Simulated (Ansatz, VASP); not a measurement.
Na2BrF: VASP beside Ansatz

File INCAR:

```
PREC = Accurate ; ENCUT = 600
EDIFF = 1E-7 ; ISMEAR = 0
SIGMA = 0.02 ; LREAL = F
LASPH = T ; NELM = 100
ALGO = Normal ; ISIF = 3
LWAVE = F ; LCHARG = F
GGA = PE ; IBRION = 2
NSW = 100 ; EDIFFG = -0.005
```

KPOINTS

```
regular mesh
0
Gamma
  9 9 9
```

Contents of POSCAR:

```
Na2BrF
1.0
    1.9107525679      1.1031735095      6.2662224226
   -1.9107525679      1.1031735095      6.2662224226
    0.0000000000     -2.2063470189      6.2662224227
Na Br F
2 1 1
Direct
    0.2662878639      0.2662878639      0.2662878639
    0.7337121361      0.7337121361      0.7337121361
    0.5000000000      0.5000000000      0.5000000000
    0.0000000000      0.0000000000      0.0000000000
```

Input for Ansatz:

```yaml
crystal:
  lattice:
    - [1.9107525679, 1.1031735095, 6.2662224226]
    - [-1.9107525679, 1.1031735095, 6.2662224226]
    - [0.0, -2.2063470189, 6.2662224227]
  atoms:
    - { symbol: Na, position: [0.2662878639, 0.2662878639, 0.2662878639] }
    - { symbol: Na, position: [0.7337121361, 0.7337121361, 0.7337121361] }
    - { symbol: Br, position: [0.5, 0.5, 0.5] }
    - { symbol: F, position: [0.0, 0.0, 0.0] }
basis:
  ecutwfc: 420
kpoints:
  mp_grid: { grid: [9, 9, 9] }
hamiltonian:
  xc: pbe
scf:
  occupations: { method: gaussian, width: 0.02 }
output:
  forces: true
  stress: true
  eigenvalues: true
relax:
  adjacent_minimum: "off"
  f_tol: 0.005
  max_steps: 80
  cell: { stress_tol: 0.05 }
```

Alike in both runs: task relaxation of cell and atoms; functional PBE; k mesh 9 × 9 × 9; occupations gaussian, width 0.02 eV; no spin polarisation.

|  | VASP | Ansatz |
| --- | --- | --- |
| version | VASP 6.6.1 | Ansatz 0.2.0 |
| potentials or method | VASP PAW PBE potentials, release 64 (Na_pv, Br, F), cutoff 600 eV | scalar-relativistic, plane waves, PAW |
| valence electrons in the cell | 28 | 32 |

```csv
,VASP,Ansatz,Ansatz less VASP
"gap on the k mesh at the Fermi level, each at its own relaxed structure (eV)",3.09,3.11,+0.016
relaxed volume (Å³/atom),19.75,19.81,+0.062
relaxed cell length with the largest relative difference (Å),6.653,6.654,+0.0010
```

VASP's potentials hold 28 valence electrons a cell and Ansatz's 32, so a difference there can come from the potentials and not from the codes.
